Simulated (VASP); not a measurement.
Set up this calculation in VASP 6.6.1, as the native input.

```yaml
Task: single point
Functional: r2SCAN
Potentials_or_basis: VASP PAW PBE potentials, release 64 (Cs_sv, H)
Cutoff: 520 eV
k_mesh: 6 × 6 × 4
Occupations: gaussian, width 0.02 eV
Spin: no spin polarisation
Dipole_correction: no
Further_INCAR_settings: ALGO = Normal; EDIFF = 1e-06; NBANDS = 18
```

Crystal: CsH.

```
Cs H
1.0
     3.06048    3.06048    0.00000
    -3.06048    3.06048    0.00000
     0.00000    0.00000    6.52902
Cs H
2 2
Direct
  0.00000 0.00000 0.00000
  0.50000 0.50000 0.50000
  0.50000 0.50000 0.00000
  0.00000 0.00000 0.50000
```

This cell differs from its parent crystal: biaxial strain in the a-b plane: -4.0 %.

One way to write it, as run:

POSCAR

```
CsH
1.0
    3.0604800000      3.0604800000      0.0000000000
   -3.0604800000      3.0604800000      0.0000000000
    0.0000000000      0.0000000000      6.5290240000
Cs H
2 2
Direct
    0.0000000000      0.0000000000      0.0000000000
    0.5000000000      0.5000000000      0.5000000000
    0.5000000000      0.5000000000      0.0000000000
    0.0000000000      0.0000000000      0.5000000000
```

INCAR.step1

```
ALGO = Normal
EDIFF = 1E-4
ENCUT = 520
GGA = PE
ISMEAR = 0
LASPH = T
LCHARG = F
LREAL = F
LWAVE = T
NBANDS = 18
NELM = 60
PREC = Accurate
SIGMA = 0.02
```

INCAR.step2

```
ALGO = Normal
EDIFF = 1E-6
ENCUT = 520
ISIF = 2
ISMEAR = 0
ISTART = 1
LASPH = T
LCHARG = F
LMIXTAU = T
LREAL = F
LWAVE = F
METAGGA = R2SCAN
NBANDS = 18
NELM = 60
PREC = Accurate
SIGMA = 0.02
```

KPOINTS

```
k-points
0
Gamma
  6 6 4
```

Potentials or basis: VASP PAW PBE potentials, release 64 (Cs_sv, H).

Command:

```sh
$ cat potpaw_PBE.64/Cs_sv/POTCAR potpaw_PBE.64/H/POTCAR > POTCAR
$ cp INCAR.step1 INCAR
$ mpirun -np 1 vasp_std > vasp.out
$ cp INCAR.step2 INCAR
$ mpirun -np 1 vasp_std > vasp.out
```

It gave:

```
Pressure               : 0.8 GPa
Band gap on the k mesh : 2.57 eV
```

Caveat: the cell differs from its parent crystal (biaxial strain in the a-b plane: -4.0 %); the PAW data sets were made with another functional, which shifts forces and pressure a little; spin-orbit coupling is left out, which moves the levels of the heavy elements.

Wall time 2.5 min on 1 thread of Intel(R) Xeon(R) 6975P-C (Granite Rapids) (shared host), peak memory 0.25 GiB.
